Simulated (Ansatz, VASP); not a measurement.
**Al: VASP beside Ansatz**

```xyz
1
Lattice="-1.5674 1.5674 1.6390 1.5674 -1.5674 1.6390 1.5674 1.5674 -1.6390" Properties=species:S:1:pos:R:3 pbc="T T T"
Al    0.0000    0.0000    0.0000
```

Change from the starting cell: strain -0.015 along x and y, +0.030 along z, atoms carried along.

Alike in both runs: task single point; functional r2SCAN; k mesh 20 × 20 × 20; occupations gaussian, width 0.15 eV; no spin polarisation.

|  | VASP | Ansatz |
| --- | --- | --- |
| version | VASP 6.6.1 | Ansatz 0.2.0 |
| potentials or method | VASP PAW PBE potentials, release 64 (Al), cutoff 520 eV | scalar-relativistic, plane waves, PAW |
| valence electrons in the cell | 3 | 3 |

```tsv
	VASP	Ansatz	Ansatz less VASP
gap on the k mesh at the Fermi level (eV)	none	none	-
pressure (GPa)	0.1	0.4	+0.31
traceless stress, the component that is largest in VASP (GPa)	1.48	1.48	-0.001
```

VASP's potentials were made for PBE, not for r2SCAN. A gap of «none» marks a metal or a gap that the smearing closes. The functional is the same, so the differences come from potentials, cutoffs and numerics.
